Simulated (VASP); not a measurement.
Here is a VASP 6.6.1 calculation.

Contents of INCAR:

```
ALGO = Normal ; EDIFF = 1E-6
ENCUT = 520 ; GGA = PS
GGA_COMPAT = False ; ISIF = 2
ISMEAR = -1 ; ISPIN = 2
ISYM = -1 ; KPAR = 1
LASPH = True ; LCHARG = True
LELF = True ; LORBIT = 11
LREAL = Auto ; LVHAR = True
LWAVE = False ; MAGMOM = 0 0 0 0 0 0 0 0 0 0 0 0 0 0 0 0 0 0 0 0 0 0 0 0 0 0 0 0 0 0 0 0 0 0 0 0 0 0 0 0 0 0 0 0 0 0 0 0.25 0.25 0 0 0.25 0 0 0 0 0 0 0 0 0 0 0 0 0.25 0 0 0 0 0 0 0.25 0.25 0 0 0.25 0.25 0 0 0 0 0 0 0 0 0 0 0 0 0 0 0 0 0
NBANDS = 245 ; NELM = 200
PREC = Accurate ; SIGMA = 0.05
```

KPOINTS

```
explicit points
1
Reciprocal
  0.25000000   0.25000000   0.25000000 1
```

Contents of POSCAR:

```
Si23C24
1.0
    9.2342040000      0.0000000000      0.0000000000
    0.0000000000     10.6627400000      0.0000000000
    0.0000000000      0.0000000000     10.0759470000
Si C
46 48
Direct
    0.9992200000      0.9985310000      0.5007540000
    0.3328950000      0.9982910000      0.4977320000
    0.1656640000      0.2492110000      0.5001790000
    0.0000840000      0.5030100000      0.5020000000
    0.6665830000      0.9997230000      0.5007490000
    0.4981280000      0.2499620000      0.5003190000
    0.1660920000      0.7479260000      0.5007000000
    0.8325990000      0.2496950000      0.5000680000
    0.6650840000      0.5034610000      0.5024300000
    0.5010140000      0.7492710000      0.5006930000
    0.8334210000      0.7506020000      0.5002060000
    0.0015130000      0.1635050000      0.2523960000
    0.1684130000      0.4164290000      0.2509210000
    0.9998110000      0.6663560000      0.2498940000
    0.6651840000      0.1643470000      0.2515610000
    0.4994170000      0.4178040000      0.2502780000
    0.3337820000      0.6673680000      0.2494620000
    0.1656960000      0.9163220000      0.2505380000
    0.8335310000      0.4165900000      0.2499110000
    0.6672600000      0.6676000000      0.2499190000
    0.5000650000      0.9178100000      0.2508120000
    0.8330810000      0.9163170000      0.2501610000
    0.1664820000      0.0823650000      0.7489690000
    0.9994960000      0.3334080000      0.7493490000
    0.4997040000      0.0824890000      0.7494330000
    0.3331920000      0.3318730000      0.7483840000
    0.1663120000      0.5831830000      0.7486880000
    0.9998980000      0.8330990000      0.7502160000
    0.8332230000      0.0831640000      0.7501380000
    0.6670630000      0.3336170000      0.7495810000
    0.5008040000      0.5835570000      0.7494990000
    0.3333090000      0.8321400000      0.7492200000
    0.8335410000      0.5838710000      0.7507330000
    0.6669120000      0.8333200000      0.7502480000
    0.9998870000      0.9996270000      0.9998210000
    0.3331130000      0.0001200000      0.9991440000
    0.1678080000      0.2478720000      0.9977580000
    0.9999250000      0.4997470000      0.9995260000
    0.6664370000      0.9998660000      0.0000200000
    0.4993760000      0.2488170000      0.9984830000
    0.3333650000      0.4994660000      0.9983130000
    0.1665600000      0.7498330000      0.9995440000
    0.8333050000      0.2496760000      0.9999130000
    0.6672490000      0.5001700000      0.9999970000
    0.5003980000      0.7503110000      0.9997640000
    0.8334640000      0.7500980000      0.0001590000
    0.9991480000      0.9989120000      0.1872130000
    0.3321500000      0.9848330000      0.1811690000
    0.1506640000      0.2561490000      0.1806280000
    0.9993510000      0.4999870000      0.1862680000
    0.6668730000      0.9993720000      0.1872910000
    0.5165190000      0.2578540000      0.1805370000
    0.3333250000      0.5002720000      0.1874690000
    0.1654880000      0.7486210000      0.1863230000
    0.8336470000      0.2499780000      0.1875070000
    0.6679200000      0.5018950000      0.1869960000
    0.5008910000      0.7500170000      0.1864650000
    0.8336100000      0.7501860000      0.1873840000
    0.9993800000      0.9994020000      0.6875560000
    0.3330490000      0.9986960000      0.6870050000
    0.1653930000      0.2494100000      0.6881100000
    0.9992400000      0.5003160000      0.6879960000
    0.6667850000      0.9997180000      0.6875620000
    0.5007760000      0.2493820000      0.6882870000
    0.3341710000      0.4991160000      0.7043430000
    0.1660110000      0.7495160000      0.6873460000
    0.8331140000      0.2497710000      0.6870660000
    0.6675420000      0.5005380000      0.6883200000
    0.5007320000      0.7498410000      0.6874760000
    0.8333090000      0.7500550000      0.6874790000
    0.9983020000      0.1643690000      0.4388750000
    0.3319780000      0.1661590000      0.4537610000
    0.1486500000      0.4089250000      0.4328230000
    0.9989970000      0.6672380000      0.4377090000
    0.6667370000      0.1664040000      0.4384880000
    0.5160800000      0.4106060000      0.4336710000
    0.3343610000      0.6813230000      0.4318520000
    0.1654970000      0.9155060000      0.4379400000
    0.8328820000      0.4163180000      0.4377350000
    0.6677820000      0.6677280000      0.4377180000
    0.5011740000      0.9169690000      0.4381710000
    0.8328180000      0.9165460000      0.4380120000
    0.1662960000      0.0820530000      0.9365780000
    0.9992410000      0.3333350000      0.9370380000
    0.5000140000      0.0825740000      0.9371720000
    0.3333490000      0.3320990000      0.9379910000
    0.1662330000      0.5831000000      0.9381730000
    0.9999060000      0.8331530000      0.9378410000
    0.8332390000      0.0831610000      0.9380710000
    0.6676630000      0.3337980000      0.9372090000
    0.5009470000      0.5834220000      0.9390320000
    0.3334100000      0.8321070000      0.9366710000
    0.8336330000      0.5836160000      0.9380680000
    0.6671130000      0.8334320000      0.9378750000
```

Potentials or basis: VASP PAW PBE potentials, release 64 (Si, C).

Launch:

```sh
$ cat potpaw_PBE.64/Si/POTCAR potpaw_PBE.64/C/POTCAR > POTCAR
$ mpirun -np 4 vasp_std > vasp.out
```

Problem. Predict the net moment.

Solution. 3.95 μB per cell.

Problem. Predict the pressure.

Solution. 1.4 GPa.

Problem. Predict the largest force.

Solution. 0.045 eV/Å.

Forces on the atoms (eV/Å):
```
Si   0.000  0.000 -0.001
Si  -0.001 -0.005 -0.006
Si  -0.003  0.015 -0.016
Si   0.009 -0.020 -0.009
Si   0.011  0.006 -0.004
Si   0.011  0.025 -0.022
Si   0.008 -0.009 -0.008
Si   0.003  0.003 -0.005
Si  -0.013 -0.023 -0.019
Si   0.001 -0.012 -0.003
Si  -0.001  0.001 -0.002
Si   0.011  0.009  0.002
Si   0.005 -0.009  0.006
Si  -0.002 -0.005  0.004
Si  -0.004  0.003  0.014
Si  -0.012  0.002  0.044
Si  -0.001 -0.013  0.008
Si  -0.016  0.007  0.015
Si   0.004  0.005  0.015
Si  -0.001  0.000  0.014
Si   0.011  0.002  0.009
Si   0.004  0.000  0.004
Si  -0.005 -0.002 -0.001
Si  -0.004  0.004 -0.001
Si   0.004  0.001 -0.003
Si   0.005  0.002 -0.011
Si   0.003 -0.004 -0.007
Si  -0.001  0.000 -0.003
Si   0.003  0.002 -0.003
Si  -0.006 -0.001 -0.011
Si   0.002  0.001 -0.012
Si   0.001  0.002 -0.010
Si   0.000 -0.003 -0.002
Si  -0.005 -0.003 -0.001
Si  -0.001 -0.002  0.005
Si   0.001  0.021 -0.009
Si  -0.002  0.005  0.022
Si   0.002 -0.002  0.003
Si   0.000 -0.001  0.003
Si  -0.012 -0.006 -0.002
Si  -0.002  0.001  0.004
Si  -0.002 -0.001  0.000
Si  -0.002 -0.004  0.005
Si   0.004  0.004  0.002
Si   0.005  0.003  0.000
Si  -0.002 -0.002  0.001
C    0.003 -0.005 -0.001
C    0.018  0.007  0.006
C    0.008  0.005 -0.009
C    0.000  0.003  0.000
C   -0.005  0.001 -0.002
C   -0.007 -0.017 -0.004
C    0.006  0.001 -0.010
C    0.001  0.002  0.001
C    0.000 -0.005 -0.002
C   -0.003  0.000 -0.012
C   -0.005  0.001 -0.005
C    0.000 -0.002 -0.001
C    0.001 -0.005 -0.001
C   -0.001 -0.001 -0.002
C    0.002 -0.008 -0.004
C    0.000  0.004  0.004
C   -0.005  0.001  0.003
C   -0.004  0.000  0.006
C   -0.011  0.005 -0.021
C   -0.004  0.002  0.005
C    0.000  0.000  0.006
C   -0.001  0.006  0.005
C    0.003  0.002  0.005
C    0.001  0.002  0.000
C   -0.006  0.002  0.001
C    0.011  0.000 -0.019
C    0.013  0.006  0.025
C    0.000  0.007  0.000
C   -0.002 -0.010  0.005
C   -0.005  0.000  0.005
C   -0.002 -0.014  0.016
C   -0.006  0.000 -0.004
C   -0.006  0.013  0.009
C    0.003  0.011  0.000
C   -0.001  0.004 -0.002
C   -0.004 -0.005 -0.003
C    0.009 -0.004 -0.002
C    0.002 -0.003 -0.007
C   -0.002 -0.007 -0.002
C   -0.006  0.000 -0.008
C    0.001  0.006  0.001
C    0.000 -0.007 -0.001
C   -0.002  0.001  0.002
C    0.001  0.001  0.010
C    0.003 -0.001 -0.007
C   -0.007  0.001  0.006
C   -0.002  0.002 -0.001
C    0.003  0.000 -0.002
```

Caveat: a moment this small can come from the mesh or the smearing; the PAW data sets were made with another functional, which shifts forces and pressure a little.
